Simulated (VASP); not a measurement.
# K27SCl26 (a cell with a defect) (Sylvite) in VASP: single point with PBE

Aim: the single point of K27SCl26 (a cell with a defect) (Sylvite) with PBE.

All numbers are computed with VASP 6.6.1; they aren't measurements. Logs are shortened: lines on timing, memory, paths and dates and some standing lists are left out, and cuts for length are marked.

### Step 1. The cell of the first run

The cell holds a defect, 54 atoms: a = 13.349 Å, b = 13.349 Å, c = 13.349 Å, α = 60.00°, β = 60.00°, γ = 60.00°.

### Step 2. Single point, PBE

The input, INCAR:

```
SYSTEM = K27SCl26
PREC = Accurate
ENCUT = 400
EDIFF = 1E-6
ISMEAR = -1
SIGMA = 0.01
LREAL = Auto
LASPH = .True.
NELM = 120
ALGO = Normal
ISIF = 2
LWAVE = .False.
LCHARG = .False.
GGA = PE
NELECT = 432.0
NBANDS = 248
GGA_COMPAT = .False.
KPAR = 2
NCORE = 2
```

The input, KPOINTS:

```
regular mesh
0
Gamma
  2 2 2
  0 0 0
```

The input, POSCAR:

```
K27SCl26
1.0
    0.0000000000      9.4394100000      9.4394100000
    9.4394100000      0.0000000000      9.4394100000
    9.4394100000      9.4394100000      0.0000000000
K S Cl
27 1 26
Direct
    0.0009254746      0.0009254746      0.0009254746
    0.0066253536      0.0066253536      0.3267079797
    0.0009254746      0.0009254746      0.6638902429
    0.0066253536      0.3267079797      0.0066253536
    0.0066253536      0.3267079797      0.3267079797
   -0.0006406232      0.3339739565      0.6666666667
    0.0009254746      0.6638902429      0.0009254746
   -0.0006406232      0.6666666667      0.3339739565
   -0.0006406232      0.6666666667      0.6666666667
    0.3267079797      0.0066253536      0.0066253536
    0.3267079797      0.0066253536      0.3267079797
    0.3339739565     -0.0006406232      0.6666666667
    0.3267079797      0.3267079797      0.0066253536
    0.3324078587      0.3324078587      0.3324078587
    0.3324078587      0.3324078587      0.6694430904
    0.3339739565      0.6666666667     -0.0006406232
    0.3324078587      0.6694430904      0.3324078587
    0.3339739565      0.6666666667      0.6666666667
    0.6638902429      0.0009254746      0.0009254746
    0.6666666667     -0.0006406232      0.3339739565
    0.6666666667     -0.0006406232      0.6666666667
    0.6666666667      0.3339739565     -0.0006406232
    0.6694430904      0.3324078587      0.3324078587
    0.6666666667      0.3339739565      0.6666666667
    0.6666666667      0.6666666667     -0.0006406232
    0.6666666667      0.6666666667      0.3339739565
    0.6666666667      0.6666666667      0.6666666667
    0.1666666667      0.1666666667      0.1666666667
    0.1666666667      0.1666666667      0.5054108698
    0.1666666667      0.1666666667      0.8279224636
    0.1666666667      0.5054108698      0.1666666667
    0.1672148428      0.4998172746      0.4998172746
    0.1666666667      0.5054108698      0.8279224636
    0.1666666667      0.8279224636      0.1666666667
    0.1666666667      0.8279224636      0.5054108698
    0.1661184905      0.8335160587      0.8335160587
    0.5054108698      0.1666666667      0.1666666667
    0.4998172746      0.1672148428      0.4998172746
    0.5054108698      0.1666666667      0.8279224636
    0.4998172746      0.4998172746      0.1672148428
    0.4998172746      0.4998172746      0.4998172746
    0.5001117777      0.5001117777      0.8332215556
    0.5054108698      0.8279224636      0.1666666667
    0.5001117777      0.8332215556      0.5001117777
    0.5001117777      0.8332215556      0.8332215556
    0.8279224636      0.1666666667      0.1666666667
    0.8279224636      0.1666666667      0.5054108698
    0.8335160587      0.1661184905      0.8335160587
    0.8279224636      0.5054108698      0.1666666667
    0.8332215556      0.5001117777      0.5001117777
    0.8332215556      0.5001117777      0.8332215556
    0.8335160587      0.8335160587      0.1661184905
    0.8332215556      0.8332215556      0.5001117777
    0.8335160587      0.8335160587      0.8335160587
```

Potentials or basis: VASP PAW PBE potentials, release 64 (K_sv, S, Cl).

The run is started by

```
cat potpaw_PBE.64/K_sv/POTCAR potpaw_PBE.64/S/POTCAR potpaw_PBE.64/Cl/POTCAR > POTCAR
mpirun -np 4 vasp_std > vasp.out
```

OUTCAR:

```text
SYSTEM = K27SCl26
   PREC = Accurate
   ENCUT = 400
   EDIFF = 1E-6
   ISMEAR = -1
   LREAL = Auto
   LASPH = .True.
   NELM = 120
   ISIF = 2
   GGA = PE
   NELECT = 432.0

 ion  position               nearest neighbor table
   1  0.001  0.001  0.001-  34 3.13  46 3.13  30 3.13  36 3.16  48 3.16  52 3.16
   2  0.007  0.007  0.327-  28 3.02  34 3.20  46 3.20  35 3.20  47 3.20
   3  0.001  0.001  0.664-  35 3.13  47 3.13  29 3.13  36 3.16  48 3.16  54 3.16
   4  0.007  0.327  0.007-  28 3.02  30 3.20  46 3.20  33 3.20  49 3.20
   5  0.007  0.327  0.327-  28 3.02  47 3.20  49 3.20  29 3.20  31 3.20
   6  0.999  0.334  0.667-  29 3.10  30 3.10  51 3.14  50 3.14  32 3.15  48 3.15
   7  0.001  0.664  0.001-  33 3.13  49 3.13  31 3.13  36 3.16  52 3.16  54 3.16
   8  0.999  0.667  0.334-  31 3.10  34 3.10  53 3.14  50 3.14  32 3.15  52 3.15
   9  0.999  0.667  0.667-  33 3.10  35 3.10  51 3.14  53 3.14  54 3.15  32 3.15
  10  0.327  0.007  0.007-  28 3.02  30 3.20  34 3.20  39 3.20  43 3.20
  11  0.327  0.007  0.327-  28 3.02  35 3.20  43 3.20  37 3.20  29 3.20
  12  0.334  0.999  0.667-  29 3.10  30 3.10  45 3.14  44 3.14  38 3.15  36 3.15
  13  0.327  0.327  0.007-  28 3.02  33 3.20  39 3.20  37 3.20  31 3.20
  14  0.332  0.332  0.332-  29 3.13  31 3.13  37 3.13  40 3.16  38 3.16  32 3.16
  15  0.332  0.332  0.669-  30 3.13  33 3.13  39 3.13  38 3.16  32 3.16  41 3.16
  16  0.334  0.667  0.999-  31 3.10  34 3.10  45 3.14  42 3.14  40 3.15  36 3.15
  17  0.332  0.669  0.332-  34 3.13  35 3.13  43 3.13  40 3.16  32 3.16  41 3.16
[... 23 lines left out ...]
  41  0.500  0.500  0.500-  18 3.15  24 3.15  26 3.15  17 3.16  23 3.16  15 3.16
  42  0.500  0.500  0.833-  18 3.14  24 3.14  22 3.14  16 3.14  27 3.14
  43  0.505  0.828  0.167-  26 3.10  25 3.10  19 3.13  17 3.13  11 3.20  10 3.20
  44  0.500  0.833  0.500-  18 3.14  26 3.14  20 3.14  12 3.14  27 3.14
  45  0.500  0.833  0.833-  12 3.14  16 3.14  21 3.14  25 3.14  27 3.14
  46  0.828  0.167  0.167-  20 3.10  22 3.10  23 3.13   1 3.13   4 3.20   2 3.20
  47  0.828  0.167  0.505-  24 3.10  21 3.10   3 3.13  23 3.13   5 3.20   2 3.20
  48  0.834  0.166  0.834-  24 3.15  22 3.15   6 3.15   3 3.16  19 3.16   1 3.16
  49  0.828  0.505  0.167-  26 3.10  25 3.10   7 3.13  23 3.13   5 3.20   4 3.20
  50  0.833  0.500  0.500-  24 3.14  26 3.14   6 3.14   8 3.14  27 3.14
  51  0.833  0.500  0.833-   6 3.14  22 3.14   9 3.14  25 3.14  27 3.14
  52  0.834  0.834  0.166-  26 3.15  20 3.15   8 3.15   7 3.16  19 3.16   1 3.16
  53  0.833  0.833  0.500-   8 3.14  20 3.14   9 3.14  21 3.14  27 3.14
  54  0.834  0.834  0.834-   9 3.15  21 3.15  25 3.15   7 3.16  19 3.16   3 3.16

  LATTYP: Found a face centered cubic cell.
 ALAT       =    18.8788200000

  Lattice vectors:

 A1 = (   0.0000000000,   9.4394100000,   9.4394100000)
 A2 = (   9.4394100000,   0.0000000000,   9.4394100000)
 A3 = (   9.4394100000,   9.4394100000,   0.0000000000)

Analysis of symmetry for initial positions (statically):
=====================================================================
 Subroutine PRICEL returns:
 Original cell was already a primitive cell.

 Routine SETGRP: Setting up the symmetry group for a
 face centered cubic supercell.

 Subroutine GETGRP returns: Found 48 space group operations
 (whereof  6 operations were pure point group operations)
 out of a pool of 48 trial point group operations.

The static configuration has the point symmetry C_3v.
 The point group associated with its full space group is O_h .

Analysis of symmetry for dynamics (positions and initial velocities):
=====================================================================
 Subroutine PRICEL returns:
 Original cell was already a primitive cell.

 Routine SETGRP: Setting up the symmetry group for a
 face centered cubic supercell.

 Subroutine GETGRP returns: Found 48 space group operations
 (whereof  6 operations were pure point group operations)
 out of a pool of 48 trial point group operations.

The dynamic configuration has the point symmetry C_3v.
 The point group associated with its full space group is O_h .

 Subroutine INISYM returns: Found 48 space group operations
 (whereof  6 operations are pure point group operations),
 and found     1 'primitive' translations

----------------------------------------------------------------------------------------

                                     Primitive cell

  volume of cell :    1682.1493

  direct lattice vectors                    reciprocal lattice vectors
     0.000000000  9.439410000  9.439410000    -0.052969412  0.052969412  0.052969412
     9.439410000  0.000000000  9.439410000     0.052969412 -0.052969412  0.052969412
     9.439410000  9.439410000  0.000000000     0.052969412  0.052969412 -0.052969412

  length of vectors
[... 119 lines left out ...]
Automatic generation of k-mesh.
 Grid dimensions read from file:
 generate k-points for:    2    2    2

 Generating k-lattice:

  Cartesian coordinates                     Fractional coordinates (reciprocal lattice)
    -0.026484706  0.026484706  0.026484706     0.500000000  0.000000000  0.000000000
     0.026484706 -0.026484706  0.026484706     0.000000000  0.500000000  0.000000000
     0.026484706  0.026484706 -0.026484706     0.000000000  0.000000000  0.500000000

  Length of vectors
     0.045872857  0.045872857  0.045872857

  Shift w.r.t. Gamma in fractional coordinates (k-lattice)
     0.000000000  0.000000000  0.000000000

 Subroutine IBZKPT returns following result:
 ===========================================

 Found      3 irreducible k-points:

 Following reciprocal coordinates:
            Coordinates               Weight
  0.000000  0.000000  0.000000      1.000000
  0.500000  0.000000  0.000000      4.000000
  0.500000  0.500000  0.000000      3.000000
   k-points           NKPTS =      3   k-points in BZ     NKDIM =      3   number of bands    NBANDS=    248
   number of dos      NEDOS =    301   number of ions     NIONS =     54
   total plane-waves  NPLWV = 729000
   dimension x,y,z NGX =    90 NGY =   90 NGZ =   90
   dimension x,y,z NGXF=   180 NGYF=  180 NGZF=  180
   ions per type =              27   1  26
   NGX,Y,Z   is equivalent  to a cutoff of  11.21, 11.21, 11.21 a.u.
   NGXF,Y,Z  is equivalent  to a cutoff of  22.42, 22.42, 22.42 a.u.
 SYSTEM =  K27SCl26
   PREC   = accura    normal or accurate (medium, high low for compatibility)
   ISTART =      0    job   : 0-new  1-cont  2-samecut
   ICHARG =      2    charge: 1-file 2-atom 10-const
   ISPIN  =      1    spin polarized calculation?
   LNONCOLLINEAR =      F non collinear calculations
   LSORBIT =      F    spin-orbit coupling
   LASPH  =      T    aspherical Exc in radial PAW
   ENCUT  =  400.0 eV  29.40 Ry    5.42 a.u.  21.77 21.77 21.77*2*pi/ulx,y,z
   NELM   =    120;   NELMIN=  2; NELMDL= -5     # of ELM steps
   EDIFF  = 0.1E-05   stopping-criterion for ELM
   LREAL  =      T    real-space projection
   EDIFFG = 0.1E-04   stopping-criterion for IOM
   NSW    =      0    number of steps for IOM
[... 5 lines left out ...]
   TEBEG  =    0.0;   TEEND  =   0.0 temperature during run
   PSTRESS=    0.0 pullay stress
   NELECT =     432.0000    total number of electrons
   NUPDOWN=      -1.0000    fix difference up-down
   EMIN   =  10.00;   EMAX   =-10.00  energy-range for DOS
   EFERMI =   0.00;   METHOD = LEGACY
   ISMEAR =    -1;   SIGMA  =   0.01  broadening in eV -4-tet -1-fermi 0-gaus
   EFERMI_NEDOS =   21; number of points for ismear=-14 and -15
   IALGO  =     38    algorithm
   IMIX   =      4    mixing-type and parameters
     AMIX     =   0.40;   BMIX     =  1.00
     AMIX_MAG =   1.60;   BMIX_MAG =  1.00
  volume/ion in A,a.u.               =      31.15       210.22
  Fermi-wavevector in a.u.,A,eV,Ry     =   1.040594  1.966437 14.732871  1.082835
  Thomas-Fermi vector in A             =   2.175177
   LORBIT       =      0    0 simple, 1 ext, 2 COOP (PROOUT), +10 PAW based schemes
   GGA     = PE    functional components
   LHFCALC =     F    Hartree Fock is set to
   AEXX    =    0.0000 exact exchange contribution
   IVDW    =     0    specifies the selected vdW correction
   LEPSILON=     F    determine dielectric tensor
   LRPA    =     F    only Hartree local field effects (RPA)
 non-spin polarized calculation
  energy-cutoff  :      400.00
  volume of cell :     1682.15
 maximum number of plane-waves:     30594
 NGX is ok and might be reduce to    90
   NGX = 43   NGY = 43   NGZ = 43

 number of electron     432.0000064 magnetization

 Free energy of the ion-electron system (eV)
  ---------------------------------------------------
  ext. energy  EPLUGINS =         0.00000000
  ---------------------------------------------------
  free energy    TOTEN  =      -182.34919630 eV

  energy without entropy =     -182.34919630  energy(sigma->0) =     -182.34919630

 E-fermi :   1.1648     XC(G=0):  -7.5675

 val. band max:        0.8914378412   @ k =   0.0000   0.0000   0.0000
 cond. band min:       3.3192212871   @ k =   0.0000   0.0000   0.0000
 fundamental gap:      2.4277834459
 Fermi energy:         1.1647862194

 k-point     1 :       0.0000    0.0000    0.0000
  band No.  band energies     occupation
      1     -29.2066      2.00000
      2     -29.1574      2.00000
      3     -29.1566      2.00000
      4     -29.1539      2.00000
      5     -29.1539      2.00000
      6     -29.1539      2.00000
[... 682 lines left out ...]
    227       5.3886      0.00000
    228       5.5876      0.00000
 [bands above 228 left out]

------------------------ aborting loop because EDIFF is reached ----------------------------------------

  FORCE on cell =-STRESS in cart. coord.  units (eV):
  Direction    XX          YY          ZZ          XY          YZ          ZX
  --------------------------------------------------------------------------------------
  -------------------------------------------------------------------------------------
  Total       13.5078432     13.5078432     13.5078432      0.0000000     -0.0000000     -0.0000000
  in kB       12.8656593     12.8656593     12.8656593      0.0000000     -0.0000000     -0.0000000
  external PRESSURE =      12.8656593 kB  Pullay stress =       0.0000000 kB

 VOLUME and BASIS-vectors are now :
 -----------------------------------------------------------------------------
  energy-cutoff  :      400.00
  volume of cell :     1682.15
      direct lattice vectors                 reciprocal lattice vectors
     0.000000000  9.439410000  9.439410000    -0.052969412  0.052969412  0.052969412
     9.439410000  0.000000000  9.439410000     0.052969412 -0.052969412  0.052969412
     9.439410000  9.439410000  0.000000000     0.052969412  0.052969412 -0.052969412

 POSITION                                       TOTAL-FORCE (eV/Angst)
 -----------------------------------------------------------------------------------
      0.01747      0.01747      0.01747        -0.001932     -0.001932     -0.001932
      3.14647      3.14647      0.12508        -0.000000     -0.000000      0.004882
      6.27547      6.27547      0.01747         0.001932      0.001932     -0.001932
      3.14647      0.12508      3.14647        -0.000000      0.004882     -0.000000
      6.16786      3.14647      3.14647        -0.004882     -0.000000     -0.000000
      9.44546     15.72630     12.58588         0.002468     -0.002468     -0.000000
[... 46 lines left out ...]
     12.58588     12.58588     15.73024        -0.000000     -0.000000     -0.006559
     15.73580     15.73580     15.73580         0.001408      0.001408      0.001408
 -----------------------------------------------------------------------------------
    total drift:                                0.000026      0.000026      0.000026

  FREE ENERGIE OF THE ION-ELECTRON SYSTEM (eV)
  ---------------------------------------------------
  free  energy   TOTEN  =      -182.3491963015 eV

  energy  without entropy=     -182.3491963015  energy(sigma->0) =     -182.34919630
```

Wall time 34 min (4 MPI ranks of AMD EPYC 7R43 (Zen 3), shared host); peak memory 0.87 GiB.

Results:

```
Free energy   : -182.3492 eV
Largest force : 0.007 eV/Å
```

Forces in eV/Å, atoms in the order of the input:
```
K   -0.002 -0.002 -0.002
K    0.000  0.000  0.005
K    0.002  0.002 -0.002
K    0.000  0.005  0.000
K   -0.005  0.000  0.000
K    0.002 -0.002  0.000
K    0.002 -0.002  0.002
K    0.002  0.000 -0.002
K    0.000 -0.002 -0.002
K    0.005  0.000  0.000
K    0.000 -0.005  0.000
K   -0.002  0.002  0.000
K    0.000  0.000 -0.005
K    0.002  0.002  0.002
K   -0.002 -0.002  0.002
K   -0.002  0.000  0.002
K   -0.002  0.002 -0.002
K    0.000  0.002  0.002
K   -0.002  0.002  0.002
K    0.000  0.002 -0.002
K   -0.002  0.000 -0.002
K    0.000 -0.002  0.002
K    0.002 -0.002 -0.002
K    0.002  0.000  0.002
K   -0.002 -0.002  0.000
K    0.002  0.002  0.000
K    0.000  0.000  0.000
S    0.000  0.000  0.000
Cl  -0.002 -0.002  0.000
Cl   0.002  0.002  0.000
Cl  -0.002  0.000 -0.002
Cl  -0.001  0.001  0.001
Cl   0.000  0.002 -0.002
Cl   0.002  0.000  0.002
Cl   0.000 -0.002  0.002
Cl   0.001 -0.001 -0.001
Cl   0.000 -0.002 -0.002
Cl   0.001 -0.001  0.001
Cl   0.002  0.000 -0.002
Cl   0.001  0.001 -0.001
Cl  -0.001 -0.001 -0.001
Cl   0.000  0.000  0.007
Cl   0.002 -0.002  0.000
Cl   0.000  0.007  0.000
Cl  -0.007  0.000  0.000
Cl   0.000  0.002  0.002
Cl  -0.002  0.000  0.002
Cl  -0.001  0.001 -0.001
Cl  -0.002  0.002  0.000
Cl   0.007  0.000  0.000
Cl   0.000 -0.007  0.000
Cl  -0.001 -0.001  0.001
Cl   0.000  0.000 -0.007
Cl   0.001  0.001  0.001
```

Caveat: the cell carries a net charge on a neutralising background, which shifts energy and pressure; the cell is charged against a uniform background, so pressure and absolute levels hang on convention.
